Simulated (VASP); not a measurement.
# PbSe in VASP: further runs

The runs below take PbSe through single point, with PBE.

Program: VASP 6.6.1. These are calculated values, not measurements. Logs are shortened: lines on timing, memory, paths and dates and some standing lists are left out, and cuts for length are marked.

### Step 1. The cell of the first run

Symmetry: Cmcm, No. 63, orthorhombic system. Conventional cell: a = 4.394 Å, b = 12.509 Å, c = 4.538 Å, α = 90.00°, β = 90.00°, γ = 90.00°. Pb (site symmetry m2m) has 5 Se at 2.87 to 3.16 Å within 3.8 Å. Within 3.8 Å of Se (site symmetry m2m) lie 5 Pb at 2.87 to 3.16 Å.

### Step 2. Single point, PBE

INCAR reads:

```
SYSTEM = PbSe
PREC = Accurate ; ENCUT = 520
EDIFF = 1E-6 ; ISMEAR = -1
SIGMA = 0.05 ; LREAL = .FALSE.
LASPH = .TRUE. ; NELM = 100
ALGO = Normal ; ISIF = 2
LWAVE = .FALSE. ; LCHARG = .FALSE.
GGA = PE ; NBANDS = 28
```

KPOINTS reads:

```
regular mesh
0
G
  7 7 6
  0 0 0
```

POSCAR reads:

```
PbSe
1.0
    2.1971398019     -6.2542513701      0.0000000000
    2.1971398019      6.2542513701      0.0000000000
    0.0000000000      0.0000000000      4.5377803101
Pb Se
2 2
Direct
    0.3682392700      0.6317607300      0.2500000000
    0.6317607300      0.3682392700      0.7500000000
    0.1387100400      0.8612899600      0.2500000000
    0.8612899600      0.1387100400      0.7500000000
```

Potentials or basis: VASP PAW PBE potentials, release 64 (Pb_d, Se).

Run with:

```
cat potpaw_PBE.64/Pb_d/POTCAR potpaw_PBE.64/Se/POTCAR > POTCAR
mpirun -np 1 vasp_std > vasp.out
```

OUTCAR:

```text
SYSTEM = PbSe
   PREC = Accurate
   ENCUT = 520
   EDIFF = 1E-6
   ISMEAR = -1
   LREAL = .FALSE.
   LASPH = .TRUE.
   NELM = 100
   ISIF = 2
   GGA = PE

 ion  position               nearest neighbor table
   1  0.368  0.632  0.250-   3 2.87   4 3.16   4 3.16   4 3.16   4 3.16   2 4.00   2 4.00
   2  0.632  0.368  0.750-   4 2.87   3 3.16   3 3.16   3 3.16   3 3.16   1 4.00   1 4.00
   3  0.139  0.861  0.250-   1 2.87   2 3.16   2 3.16   2 3.16   2 3.16
   4  0.861  0.139  0.750-   2 2.87   1 3.16   1 3.16   1 3.16   1 3.16

  LATTYP: Found a base centered orthorhombic cell.
 ALAT       =     4.3942796038
 B/A-ratio  =     2.8465422932
 C/A-ratio  =     1.0326562530

  Lattice vectors:

 A1 = (   2.1971398019,  -6.2542513701,   0.0000000000)
 A2 = (   2.1971398019,   6.2542513701,   0.0000000000)
 A3 = (   0.0000000000,   0.0000000000,   4.5377803101)

Analysis of symmetry for initial positions (statically):
=====================================================================
 Subroutine PRICEL returns:
 Original cell was already a primitive cell.

 Routine SETGRP: Setting up the symmetry group for a
 base centered orthorhombic supercell.

 Subroutine GETGRP returns: Found  8 space group operations
 (whereof  4 operations were pure point group operations)
 out of a pool of  8 trial point group operations.

The static configuration has the point symmetry C_2h.
 The point group associated with its full space group is D_2h.

Analysis of symmetry for dynamics (positions and initial velocities):
=====================================================================
 Subroutine PRICEL returns:
 Original cell was already a primitive cell.

 Routine SETGRP: Setting up the symmetry group for a
 base centered orthorhombic supercell.

 Subroutine GETGRP returns: Found  8 space group operations
 (whereof  4 operations were pure point group operations)
 out of a pool of  8 trial point group operations.

The dynamic configuration has the point symmetry C_2h.
 The point group associated with its full space group is D_2h.

 Subroutine INISYM returns: Found  8 space group operations
 (whereof  4 operations are pure point group operations),
 and found     1 'primitive' translations

----------------------------------------------------------------------------------------

                                     Primitive cell

  volume of cell :     124.7115

  direct lattice vectors                    reciprocal lattice vectors
     2.197139802 -6.254251370  0.000000000     0.227568587 -0.079945619  0.000000000
     2.197139802  6.254251370  0.000000000     0.227568587  0.079945619  0.000000000
     0.000000000  0.000000000  4.537780310     0.000000000  0.000000000  0.220372061

  length of vectors
     6.628957950  6.628957950  4.537780310     0.241202744  0.241202744  0.220372061

  position of ions in fractional coordinates (direct lattice)
     0.368239270  0.631760730  0.250000000
     0.631760730  0.368239270  0.750000000
     0.138710040  0.861289960  0.250000000
     0.861289960  0.138710040  0.750000000

  ion indices of the primitive-cell ions
   primitive index   ion index
                 1           1
                 2           2
                 3           3
                 4           4

----------------------------------------------------------------------------------------

 KPOINTS: regular mesh

Automatic generation of k-mesh.
 Grid dimensions read from file:
 generate k-points for:    7    7    6

 Generating k-lattice:

  Cartesian coordinates                     Fractional coordinates (reciprocal lattice)
     0.032509798 -0.011420803  0.000000000     0.142857143  0.000000000  0.000000000
     0.032509798  0.011420803  0.000000000     0.000000000  0.142857143  0.000000000
     0.000000000  0.000000000  0.036728677     0.000000000  0.000000000  0.166666667

  Length of vectors
     0.034457535  0.034457535  0.036728677

  Shift w.r.t. Gamma in fractional coordinates (k-lattice)
     0.000000000  0.000000000  0.000000000

 Subroutine IBZKPT returns following result:
 ===========================================

 Found     64 irreducible k-points:

 Following reciprocal coordinates:
            Coordinates               Weight
  0.000000  0.000000  0.000000      1.000000
  0.142857  0.000000  0.000000      4.000000
  0.285714 -0.000000  0.000000      4.000000
  0.428571 -0.000000  0.000000      4.000000
  0.142857  0.142857  0.000000      2.000000
  0.285714  0.142857  0.000000      4.000000
[... 16 lines left out ...]
  0.428571  0.142857  0.166667      8.000000
 -0.428571  0.142857  0.166667      8.000000
 [... further k-points ...]
   k-points           NKPTS =     64   k-points in BZ     NKDIM =     64   number of bands    NBANDS=     28
   number of dos      NEDOS =    301   number of ions     NIONS =      4
   total plane-waves  NPLWV =  90000
   dimension x,y,z NGX =    50 NGY =   50 NGZ =   36
   dimension x,y,z NGXF=   100 NGYF=  100 NGZF=   72
   ions per type =               2   2
   NGX,Y,Z   is equivalent  to a cutoff of  12.54, 12.54, 13.19 a.u.
   NGXF,Y,Z  is equivalent  to a cutoff of  25.08, 25.08, 26.38 a.u.
 SYSTEM =  PbSe
   PREC   = accura    normal or accurate (medium, high low for compatibility)
   ISTART =      0    job   : 0-new  1-cont  2-samecut
   ICHARG =      2    charge: 1-file 2-atom 10-const
   ISPIN  =      1    spin polarized calculation?
   LNONCOLLINEAR =      F non collinear calculations
   LSORBIT =      F    spin-orbit coupling
   LASPH  =      T    aspherical Exc in radial PAW
   ENCUT  =  520.0 eV  38.22 Ry    6.18 a.u.  12.33 12.33  8.44*2*pi/ulx,y,z
   NELM   =    100;   NELMIN=  2; NELMDL= -5     # of ELM steps
   EDIFF  = 0.1E-05   stopping-criterion for ELM
   LREAL  =      F    real-space projection
   EDIFFG = 0.1E-04   stopping-criterion for IOM
   NSW    =      0    number of steps for IOM
   IBRION =     -1    ionic relax: 0-MD 1-quasi-New 2-CG
   NFREE  =      0    steps in history (QN), initial steepest desc. (CG)
   ISIF   =      2    stress and relaxation
   ISYM   =      2    0-nonsym 1-usesym 2-fastsym
   POTIM  = 0.5000    time-step for ionic-motion
   TEBEG  =    0.0;   TEEND  =   0.0 temperature during run
   PSTRESS=    0.0 pullay stress
   NELECT =      40.0000    total number of electrons
   NUPDOWN=      -1.0000    fix difference up-down
   EMIN   =  10.00;   EMAX   =-10.00  energy-range for DOS
   EFERMI =   0.00;   METHOD = LEGACY
   ISMEAR =    -1;   SIGMA  =   0.05  broadening in eV -4-tet -1-fermi 0-gaus
   EFERMI_NEDOS =   21; number of points for ismear=-14 and -15
   IALGO  =     38    algorithm
   IMIX   =      4    mixing-type and parameters
     AMIX     =   0.40;   BMIX     =  1.00
     AMIX_MAG =   1.60;   BMIX_MAG =  1.00
  volume/ion in A,a.u.               =      31.18       210.40
  Fermi-wavevector in a.u.,A,eV,Ry     =   1.120622  2.117669 17.086125  1.255795
  Thomas-Fermi vector in A             =   2.257270
   LORBIT       =      0    0 simple, 1 ext, 2 COOP (PROOUT), +10 PAW based schemes
   GGA     = PE    functional components
   LHFCALC =     F    Hartree Fock is set to
   AEXX    =    0.0000 exact exchange contribution
   IVDW    =     0    specifies the selected vdW correction
   LEPSILON=     F    determine dielectric tensor
   LRPA    =     F    only Hartree local field effects (RPA)
 non-spin polarized calculation
  energy-cutoff  :      520.00
  volume of cell :      124.71
 maximum number of plane-waves:      3382
 NGX is ok and might be reduce to    50
   NGX = 25   NGY = 25   NGZ = 17

 number of electron      40.0000002 magnetization

 Free energy of the ion-electron system (eV)
  ---------------------------------------------------
  ext. energy  EPLUGINS =         0.00000000
  ---------------------------------------------------
  free energy    TOTEN  =       -16.17738067 eV

  energy without entropy =      -16.17737935  energy(sigma->0) =      -16.17738001

 E-fermi :   4.2244     XC(G=0):  -9.1590

 val. band max:        3.6970601688   @ k =   0.2857   0.1429   0.0000
 cond. band min:       4.7483244524   @ k =   0.2857   0.1429   0.0000
 fundamental gap:      1.0512642836
 Fermi energy:         4.2244128177

 k-point     1 :       0.0000    0.0000    0.0000
  band No.  band energies     occupation
      1     -12.7620      2.00000
      2     -12.7112      2.00000
      3     -12.7078      2.00000
      4     -12.7033      2.00000
      5     -12.6868      2.00000
      6     -12.6808      2.00000
[... 20 lines left out ...]
     27       8.9631      0.00000
     28      10.5439      0.00000

 k-point     2 :       0.1429    0.0000    0.0000
  band No.  band energies     occupation
      1     -12.7551      2.00000
      2     -12.7081      2.00000
      3     -12.7028      2.00000
      4     -12.7014      2.00000
      5     -12.6904      2.00000
      6     -12.6826      2.00000
[... 20 lines left out ...]
     27       9.4196      0.00000
     28      10.7891      0.00000

 k-point     3 :       0.2857   -0.0000    0.0000
  band No.  band energies     occupation
      1     -12.7381      2.00000
      2     -12.7038      2.00000
      3     -12.7015      2.00000
      4     -12.6985      2.00000
      5     -12.6895      2.00000
      6     -12.6856      2.00000
[... 20 lines left out ...]
     27      10.6708      0.00000
     28      11.3636      0.00000

 k-point     4 :       0.4286   -0.0000    0.0000
  band No.  band energies     occupation
      1     -12.7195      2.00000
      2     -12.7066      2.00000
      3     -12.7053      2.00000
      4     -12.7037      2.00000
      5     -12.6873      2.00000
      6     -12.6860      2.00000
[... 578 lines left out ...]
     27      10.3223      0.00000
     28      11.7139      0.00000

 k-point    23 :       0.4286    0.1429    0.1667
  band No.  band energies     occupation
      1     -12.7311      2.00000
      2     -12.7233      2.00000
      3     -12.7043      2.00000
      4     -12.6929      2.00000
      5     -12.6877      2.00000
      6     -12.6835      2.00000
[... 20 lines left out ...]
     27      10.7735      0.00000
     28      11.4189      0.00000

 k-point    24 :      -0.4286    0.1429    0.1667
  band No.  band energies     occupation
      1     -12.7388      2.00000
      2     -12.7123      2.00000
      3     -12.7022      2.00000
      4     -12.6956      2.00000
      5     -12.6902      2.00000
      6     -12.6849      2.00000
[... 20 lines left out ...]
     27      10.8953      0.00000
     28      11.4492      0.00000

 [... further k-points ...]

------------------------ aborting loop because EDIFF is reached ----------------------------------------

  FORCE on cell =-STRESS in cart. coord.  units (eV):
  Direction    XX          YY          ZZ          XY          YZ          ZX
  --------------------------------------------------------------------------------------
  -------------------------------------------------------------------------------------
  Total       -1.2909549     -0.9788300     -1.2720642      0.0000000      0.0000000      0.0000000
  in kB      -16.5849887    -12.5750980    -16.3422983      0.0000000      0.0000000      0.0000000
  external PRESSURE =     -15.1674617 kB  Pullay stress =       0.0000000 kB

 VOLUME and BASIS-vectors are now :
 -----------------------------------------------------------------------------
  energy-cutoff  :      520.00
  volume of cell :      124.71
      direct lattice vectors                 reciprocal lattice vectors
     2.197139802 -6.254251370  0.000000000     0.227568587 -0.079945619  0.000000000
     2.197139802  6.254251370  0.000000000     0.227568587  0.079945619  0.000000000
     0.000000000  0.000000000  4.537780310     0.000000000  0.000000000  0.220372061

 POSITION                                       TOTAL-FORCE (eV/Angst)
 -----------------------------------------------------------------------------------
      2.19714      1.64813      1.13445         0.000000      0.193361     -0.000000
      2.19714     -1.64813      3.40334         0.000000     -0.193361     -0.000000
      2.19714      4.51920      1.13445         0.000000     -0.069400      0.000000
      2.19714     -4.51920      3.40334         0.000000      0.069400      0.000000
 -----------------------------------------------------------------------------------
    total drift:                               -0.000000     -0.000000     -0.000000

  FREE ENERGIE OF THE ION-ELECTRON SYSTEM (eV)
  ---------------------------------------------------
  free  energy   TOTEN  =       -16.1773806665 eV

  energy  without entropy=      -16.1773793472  energy(sigma->0) =      -16.17738001
```

Run time: 7.3 min. Hardware: 1 thread of AMD EPYC 7R13 (Zen 3), shared host; peak memory 0.36 GiB.

What came out:

| Quantity | Value |
| --- | --- |
| Free energy | -16.1774 eV |
| Pressure | -1.5 GPa |
| Largest force | 0.193 eV/Å |
| Band gap on the k mesh | 1.05 eV, direct |

Forces in eV/Å, atoms in the order of the input:
```
Pb   0.000  0.193  0.000
Pb   0.000 -0.193  0.000
Se   0.000 -0.069  0.000
Se   0.000  0.069  0.000
```

Caveat: spin-orbit coupling is left out, which moves the levels of the heavy elements.

### Step 3. Single point, PBE (atoms moved at random)

INCAR reads:

```
PREC = Accurate ; ENCUT = 520
EDIFF = 1E-6 ; ISMEAR = -1
SIGMA = 0.05 ; LREAL = False
LASPH = True ; NELM = 60
ALGO = Normal ; ISIF = 2
LWAVE = False ; LCHARG = True
GGA = PE ; LELF = True
LVHAR = True ; NBANDS = 28
```

KPOINTS reads:

```
regular mesh
0
Gamma
  7 7 6
```

POSCAR reads:

```
PbSe
1.0
    2.1548765900     -6.1339473500      0.0000000000
    2.1548765900      6.1339473500      0.0000000000
    0.0000000000      0.0000000000      4.4504935700
Pb Se
2 2
Direct
    0.3689040000      0.6298820000      0.2471110000
    0.6331510000      0.3700300000      0.7545090000
    0.1348790000      0.8604190000      0.2513670000
    0.8668130000      0.1513850000      0.7522030000
```

Potentials or basis: VASP PAW PBE potentials, release 64 (Pb_d, Se).

Run with:

```
cat potpaw_PBE.64/Pb_d/POTCAR potpaw_PBE.64/Se/POTCAR > POTCAR
mpirun -np 1 vasp_std > vasp.out
```

Wall time 9.8 min (1 thread of AMD EPYC 7R43 (Zen 3), shared host); peak memory 0.52 GiB.

Results (log left out):

```
Free energy            : -16.1800 eV
Pressure               : 1.0 GPa
Largest force          : 0.330 eV/Å
Band gap on the k mesh : 1.00 eV, indirect (least direct gap 1.02 eV)
```

Forces on the atoms (eV/Å):
```
Pb   0.025  0.039  0.022
Pb  -0.016  0.252 -0.021
Se   0.061  0.031  0.016
Se  -0.070 -0.322 -0.017
```

Stress tensor (GPa, compression positive):
```
0.91 0.09 0.02
0.09 1.35 0.01
0.02 0.01 0.89
```

Levels at points of the mesh, in eV from the valence-band top:
```
           k point  band 17  band 18  band 19  band 20  band 21  band 22  band 23  band 24
(0.00, 0.00, 0.00)    -2.19    -1.57    -1.32    -0.42     4.38     4.43     4.68     5.23
(0.00, 0.00, 0.50)    -0.97    -0.87    -0.17    -0.01     1.52     1.53     2.31     2.38
```

Caveat: the cell differs from its parent crystal (atoms moved at random); spin-orbit coupling is left out, which moves the levels of the heavy elements.
